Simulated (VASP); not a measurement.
# Cd (R-3m) in VASP: notebook

The runs below take Cd through single point, relaxation of cell and atoms, with PBEsol.

Program: VASP 6.6.1. These are calculated values, not measurements. Logs are shortened: lines on timing, memory, paths and dates and some standing lists are left out, and cuts for length are marked.

## (1) The cell of the first run

It takes space group R-3m (No. 166, trigonal). The conventional cell has a = 3.180 Å, b = 3.180 Å, c = 7.193 Å, α = 90.00°, β = 90.00°, γ = 120.00°. Within 4.0 Å of Cd (site symmetry -3m) lie 12 Cd at 3.02 to 3.18 Å.

## (2) Single point, PBEsol

INCAR

```
SYSTEM = Cd
PREC = Accurate
ENCUT = 520
EDIFF = 1E-6
ISMEAR = 0
SIGMA = 0.1
LREAL = .FALSE.
LASPH = .TRUE.
NELM = 100
ALGO = Normal
ISIF = 2
LWAVE = .FALSE.
LCHARG = .TRUE.
GGA = PS
LELF = .TRUE.
LVHAR = .TRUE.
NBANDS = 12
```

KPOINTS

```
Automatic mesh
0
G
  18 18 18
  0 0 0
```

POSCAR

```
Cd
1.0
    1.5901439035      0.9180700107      2.3976836727
   -1.5901439035      0.9180700107      2.3976836727
    0.0000000000     -1.8361400215      2.3976836727
Cd
1
Direct
    0.0000000000      0.0000000000      0.0000000000
```

Potentials or basis: VASP PAW PBE potentials, release 64 (Cd).

The run is started by

```sh
cat potpaw_PBE.64/Cd/POTCAR > POTCAR
mpirun -np 1 vasp_std > vasp.out
```

OUTCAR:

```text
SYSTEM = Cd
   PREC = Accurate
   ENCUT = 520
   EDIFF = 1E-6
   ISMEAR = 0
   LREAL = .FALSE.
   LASPH = .TRUE.
   NELM = 100
   ISIF = 2
   GGA = PS

 ion  position               nearest neighbor table
   1  0.000  0.000  0.000-

  LATTYP: Found a trigonal (rhomboedric) cell.
 ALAT       =     3.0199829756
 COS(alpha) =     0.4455098149

  Lattice vectors:

 A1 = (   1.5901439035,   0.9180700107,   2.3976836727)
 A2 = (  -1.5901439035,   0.9180700107,   2.3976836727)
 A3 = (   0.0000000000,  -1.8361400215,   2.3976836727)

Analysis of symmetry for initial positions (statically):
=====================================================================
 Subroutine PRICEL returns:
 Original cell was already a primitive cell.

 Routine SETGRP: Setting up the symmetry group for a
 trigonal (rhombohedral) supercell.

 Subroutine GETGRP returns: Found 12 space group operations
 (whereof 12 operations were pure point group operations)
 out of a pool of 12 trial point group operations.

The static configuration has the point symmetry D_3d.

Analysis of symmetry for dynamics (positions and initial velocities):
=====================================================================
 Subroutine PRICEL returns:
 Original cell was already a primitive cell.

 Routine SETGRP: Setting up the symmetry group for a
 trigonal (rhombohedral) supercell.

 Subroutine GETGRP returns: Found 12 space group operations
 (whereof 12 operations were pure point group operations)
 out of a pool of 12 trial point group operations.

The dynamic configuration has the point symmetry D_3d.

 Subroutine INISYM returns: Found 12 space group operations
 (whereof 12 operations are pure point group operations),
 and found     1 'primitive' translations

----------------------------------------------------------------------------------------

                                     Primitive cell

  volume of cell :      21.0017

  direct lattice vectors                    reciprocal lattice vectors
     1.590143904  0.918070011  2.397683673     0.314436951  0.181540258  0.139023065
    -1.590143904  0.918070011  2.397683673    -0.314436951  0.181540258  0.139023065
     0.000000000 -1.836140022  2.397683673     0.000000000 -0.363080516  0.139023065

  length of vectors
     3.019982976  3.019982976  3.019982976     0.388786412  0.388786412  0.388786412

  position of ions in fractional coordinates (direct lattice)
     0.000000000  0.000000000  0.000000000
[... 77 lines left out ...]
   LREAL  =      F    real-space projection
   EDIFFG = 0.1E-04   stopping-criterion for IOM
   NSW    =      0    number of steps for IOM
   IBRION =     -1    ionic relax: 0-MD 1-quasi-New 2-CG
   NFREE  =      0    steps in history (QN), initial steepest desc. (CG)
   ISIF   =      2    stress and relaxation
   ISYM   =      2    0-nonsym 1-usesym 2-fastsym
   POTIM  = 0.5000    time-step for ionic-motion
   TEBEG  =    0.0;   TEEND  =   0.0 temperature during run
   PSTRESS=    0.0 pullay stress
   NELECT =      12.0000    total number of electrons
   NUPDOWN=      -1.0000    fix difference up-down
   EMIN   =  10.00;   EMAX   =-10.00  energy-range for DOS
   EFERMI =   0.00;   METHOD = LEGACY
   ISMEAR =     0;   SIGMA  =   0.10  broadening in eV -4-tet -1-fermi 0-gaus
   EFERMI_NEDOS =   21; number of points for ismear=-14 and -15
   IALGO  =     38    algorithm
   IMIX   =      4    mixing-type and parameters
     AMIX     =   0.40;   BMIX     =  1.00
     AMIX_MAG =   1.60;   BMIX_MAG =  1.00
  volume/ion in A,a.u.               =      21.00       141.73
  Fermi-wavevector in a.u.,A,eV,Ry     =   1.358470  2.567136 25.108754  1.845441
  Thomas-Fermi vector in A             =   2.485301
   LORBIT       =      0    0 simple, 1 ext, 2 COOP (PROOUT), +10 PAW based schemes
   GGA     = PS    functional components
   LHFCALC =     F    Hartree Fock is set to
   AEXX    =    0.0000 exact exchange contribution
   IVDW    =     0    specifies the selected vdW correction
   LEPSILON=     F    determine dielectric tensor
   LRPA    =     F    only Hartree local field effects (RPA)
 non-spin polarized calculation
 Gauss-broadening in eV      SIGMA  =   0.10
  energy-cutoff  :      520.00
  volume of cell :       21.00
 maximum number of plane-waves:       581
   NGX = 11   NGY = 11   NGZ = 11

 number of electron      12.0000000 magnetization

 Free energy of the ion-electron system (eV)
  ---------------------------------------------------
  ext. energy  EPLUGINS =         0.00000000
  ---------------------------------------------------
  free energy    TOTEN  =        -1.18884989 eV

  energy without entropy =       -1.18716318  energy(sigma->0) =       -1.18800654

 E-fermi :   2.9045     XC(G=0): -11.3666

 val. band max:        2.9002783231   @ k =   0.5000   0.1667   0.0000
 cond. band min:       2.9092540351   @ k =  -0.3889  -0.3889   0.3333
 fundamental gap:      0.0089757121
 Fermi energy:         2.9045473924

 k-point     1 :       0.0000    0.0000    0.0000
  band No.  band energies     occupation
      1      -6.3702      2.00000
      2      -6.3702      2.00000
      3      -6.2341      2.00000
      4      -6.0169      2.00000
      5      -5.7225      2.00000
      6      -5.7225      2.00000
      7      16.5231      0.00000
      8      17.3573      0.00000
      9      17.3573      0.00000
     10      20.6798      0.00000
     11      20.9722      0.00000
     12      20.9722      0.00000
[... 331 lines left out ...]
 k-point    24 :      -0.2222    0.0556   -0.0000
  band No.  band energies     occupation
      1      -6.5492      2.00000
      2      -6.3110      2.00000
      3      -5.9846      2.00000
      4      -5.7101      2.00000
      5      -5.6643      2.00000
      6      -4.4269      2.00000
      7       9.3104      0.00000
      8      14.5384      0.00000
      9      17.3020      0.00000
     10      19.6741      0.00000
     11      20.6850      0.00000
     12      21.6348      0.00000

 [... further k-points ...]
[... 5 lines left out ...]
  --------------------------------------------------------------------------------------
  -------------------------------------------------------------------------------------
  Total        0.0430717      0.0430717      0.0580976     -0.0000000     -0.0000000      0.0000000
  in kB        3.2858481      3.2858481      4.4321413     -0.0000000     -0.0000000      0.0000000
  external PRESSURE =       3.6679458 kB  Pullay stress =       0.0000000 kB

 VOLUME and BASIS-vectors are now :
 -----------------------------------------------------------------------------
  energy-cutoff  :      520.00
  volume of cell :       21.00
      direct lattice vectors                 reciprocal lattice vectors
     1.590143904  0.918070011  2.397683673     0.314436951  0.181540258  0.139023065
    -1.590143904  0.918070011  2.397683673    -0.314436951  0.181540258  0.139023065
     0.000000000 -1.836140022  2.397683673     0.000000000 -0.363080516  0.139023065

 POSITION                                       TOTAL-FORCE (eV/Angst)
 -----------------------------------------------------------------------------------
      0.00000      0.00000      0.00000         0.000000      0.000000      0.000000
 -----------------------------------------------------------------------------------
    total drift:                                0.000000     -0.000000      0.000000

  FREE ENERGIE OF THE ION-ELECTRON SYSTEM (eV)
  ---------------------------------------------------
  free  energy   TOTEN  =        -1.1888498918 eV

  energy  without entropy=       -1.1871631788  energy(sigma->0) =       -1.18800654
```

stdout:

```text
POSCAR found type information on POSCAR Cd
 POSCAR found :  1 types and       1 ions
 scaLAPACK will be used
 -----------------------------------------------------------------------------
|                                                                             |
|                                                                             |
|     You enforced a specific xc type in the INCAR file but a different       |
|     I HOPE YOU KNOW WHAT YOU ARE DOING!                                     |
|                                                                             |
 -----------------------------------------------------------------------------

 LDA part: xc-table for (Slater+PW92), standard interpolation
 POSCAR, INCAR and KPOINTS ok, starting setup
 FFT: planning ... GRIDC
 FFT: planning ... GRID_SOFT
 FFT: planning ... GRID
 WAVECAR not read
 entering main loop
```

Wall time 40 s (1 thread of Intel Xeon Platinum 8488C (Sapphire Rapids), shared host); peak memory 0.25 GiB.

What came out:

```yaml
Free_energy: -1.1888 eV
Pressure: 0.4 GPa
Band_gap_on_the_k_mesh: zero (band 6 reaches 4.73 eV, above the bottom of band 7 at 1.35 eV)
```

Caveat: the PAW data sets were made with another functional, which shifts forces and pressure a little.

## (3) Relaxation of cell and atoms, PBEsol

This run uses another cell than the first one, of 21.94 Å³/atom, 1.045 times its volume.

INCAR

```
SYSTEM = Cd
PREC = Accurate
ENCUT = 600
EDIFF = 1E-6
ISMEAR = 0
SIGMA = 0.1
LREAL = .FALSE.
LASPH = .TRUE.
NELM = 100
ALGO = Normal
ISIF = 3
LWAVE = .FALSE.
LCHARG = .FALSE.
GGA = PS
IBRION = 2
NSW = 100
EDIFFG = -0.005
```

KPOINTS

```
regular mesh
0
G
  18 18 18
  0 0 0
```

POSCAR

```
Cd
1.0
    1.6080291515      0.9283960635      2.4492874100
   -1.6080291515      0.9283960635      2.4492874100
    0.0000000000     -1.8567921270      2.4492874100
Cd
1
Direct
    0.0000000000      0.0000000000      0.0000000000
```

Potentials or basis: VASP PAW PBE potentials, release 64 (Cd).

The run is started by

```sh
cat potpaw_PBE.64/Cd/POTCAR > POTCAR
mpirun -np 1 vasp_std > vasp.out
```

Run time: 2.8 min. Hardware: 1 thread of Intel Xeon Platinum 8488C (Sapphire Rapids), shared host; peak memory 0.3 GiB.

The run converged. Its results:

| Property | Result |
| --- | --- |
| Free energy | -1.1896 eV |
| Relaxed volume | 21.07 Å³/atom |
| Relaxed cell | a = 3.030 Å, b = 3.030 Å, c = 3.030 Å, α = 63.19°, β = 63.19°, γ = 63.19° |
| Space group after relaxing (to 0.05 Å) | R-3m (No. 166) |
| Energy gained by relaxing | 6.0 meV/atom |
| Ionic steps | 4 |
| Pressure after relaxing | 0.0 GPa |
| Band gap on the k mesh | zero (band 6 reaches 4.69 eV, above the bottom of band 7 at 1.35 eV) |

Step by step:
```
step  energy change (eV)  largest force (eV/Å)  pressure (GPa)  volume (Å³)
   1              0.0000                0.0000           -2.10        21.94
   2             -0.0060                0.0000            0.09        21.04
   3             -0.0060                0.0000            0.00        21.07
   4             -0.0060                0.0000            0.00        21.07
```

Final structure:
```cif
data_structure
_symmetry_space_group_name_H-M 'P 1'
_symmetry_Int_Tables_number 1
_cell_length_a 3.0305
_cell_length_b 3.0305
_cell_length_c 3.0305
_cell_angle_alpha 63.191
_cell_angle_beta 63.191
_cell_angle_gamma 63.191
_cell_volume 21.07
loop_
_atom_site_label
_atom_site_type_symbol
_atom_site_fract_x
_atom_site_fract_y
_atom_site_fract_z
_atom_site_occupancy
Cd1 Cd 0.00000 0.00000 0.00000 1
```

Levels at points of the mesh, in eV from the Fermi level:
```
           k point  band 4  band 5  band 6  band 7  band 8  band 9
(0.00, 0.00, 0.00)   -8.92   -8.62   -8.62   13.67   14.51   14.51
(0.50, 0.00, 0.00)   -8.33   -8.18   -2.57   -1.52   12.81   12.84
(0.50, 0.50, 0.00)   -8.14   -8.09   -0.87    1.57    6.15    7.77
(0.50, 0.50, 0.50)   -8.17   -8.17   -2.03   -0.31   11.79   11.79
```

Caveat: the PAW data sets were made with another functional, which shifts forces and pressure a little.
